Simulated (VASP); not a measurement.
# Al: single point with PBEsol

The system is Al.

```
Al
1.0
     2.87647    0.00000    0.00000
    -1.43823    2.49110    0.00000
     0.00000    0.00000    9.34648
Al
4
Direct
  0.00000 0.00000 0.00000
  0.33333 0.66667 0.25000
  0.00000 0.00000 0.50000
  0.66667 0.33333 0.75000
```

```yaml
Program: VASP 6.6.1
Task: single point
Functional: PBEsol
Potentials_or_basis: VASP PAW PBE potentials, release 64 (Al)
Cutoff: 520 eV
k_mesh: 9 × 9 × 3
Occupations: methfessel-paxton, width 0.05 eV
Spin: no spin polarisation
Dipole_correction: no
Further_INCAR_settings: ALGO = Normal; EDIFF = 1e-06; NBANDS = 14
```

The pressure is -2.4 GPa and the band gap on the k mesh is zero (band 6 reaches 11.74 eV, above the bottom of band 7 at 6.45 eV).

Stress tensor (GPa, compression positive):
```
-3.68  0.00  0.00
 0.00 -3.68  0.00
 0.00  0.00  0.31
```

Levels at points of the mesh, in eV from the Fermi level:
```csv
k point,band 2,band 3,band 4,band 5,band 6,band 7,band 8,band 9
"(0.00, 0.00, 0.00)",-9.20,-9.20,-4.37,-4.15,3.64,3.65,10.59,10.59
```

It took 7.2 s on 1 thread of Intel(R) Xeon(R) 6975P-C (Granite Rapids) (shared host), peak memory 0.18 GiB.

Caveat: the PAW data sets were made with another functional, which shifts forces and pressure a little.
